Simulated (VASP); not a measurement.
InGaN:

```
In Ga N
1.0
     4.07602    0.00000    0.00000
     0.00000    4.07602    0.00000
     0.00000    0.00000    3.64886
In Ga N
1 1 1
Cartesian
  0.0000 0.0000 1.8244
  2.0380 2.0380 0.0000
  0.0000 0.0000 0.0000
```

* Program: VASP 6.6.1
* Task: relaxation of cell and atoms
* Functional: PBE
* Potentials or basis: VASP PAW PBE potentials, release 64 (In_d, Ga_d, N)
* Cutoff: 600 eV
* k mesh: 4 × 4 × 6
* Occupations: gaussian, width 0.1 eV
* Spin: no spin polarisation

At the start: pressure 12.2 GPa; volume 20.21 Å³/atom.

Q: How do energy, volume and symmetry change on relaxing?

A: Over 29 steps the energy falls by 784.7 meV/atom and the volume is 16.07 Å³/atom (-20.5 %); space group P4/mmm (No. 123, to 0.05 Å).

The path:
```tsv
step	energy change (eV)	largest force (eV/Å)	pressure (GPa)	volume (Å³)
1	0.0000	0.0000	12.21	60.62
2	-0.3584	0.0000	-7.24	74.08
3	-0.6159	0.0000	-2.87	67.25
4	-0.6172	0.0000	-2.50	67.01
5	-0.6174	0.0000	-2.30	66.88
6	-0.6794	0.0000	-2.26	64.40
7	-0.8743	0.0000	-0.19	57.18
8	-1.1341	0.0000	16.19	43.80
9	-1.1522	0.0000	9.58	46.99
10	-1.1542	0.0000	12.72	45.33
11	-1.1605	0.0000	13.01	45.16
12	-1.1791	0.0000	13.89	44.66
13	-1.2141	0.0000	15.54	43.65
14	-1.2441	0.0000	20.15	41.64
15	-1.2983	0.0000	19.47	41.68
16	-1.4368	0.0000	17.87	41.79
17	-1.6466	0.0000	16.17	41.94
18	-1.9723	0.0000	15.40	41.99
19	-1.4765	0.0000	31.76	41.16
20	-2.0300	0.0000	17.47	41.88
21	-2.0200	0.0000	18.35	41.81
22	-2.1993	0.0000	11.35	43.74
23	-2.3260	0.0000	-1.88	48.70
24	-2.3329	0.0000	0.12	47.79
25	-2.3329	0.0000	0.36	47.67
26	-2.3396	0.0000	0.35	47.77
27	-2.3522	0.0000	0.36	48.06
28	-2.3409	0.0000	0.29	48.62
29	-2.3542	0.0000	0.29	48.21
```

Final structure:
```
In Ga N
1.0
     2.94772    0.00000    0.00000
     0.00000    2.94772    0.00000
     0.00000    0.00000    5.54878
In Ga N
1 1 1
Cartesian
  0.0000 0.0000 2.7744
  1.4739 1.4739 0.0000
  0.0000 0.0000 0.0000
```

Caveat: the k points lie up to 0.53 Å⁻¹ apart in the final cell; the volume moved by over 15 % at a fixed basis, so the end points are rough.
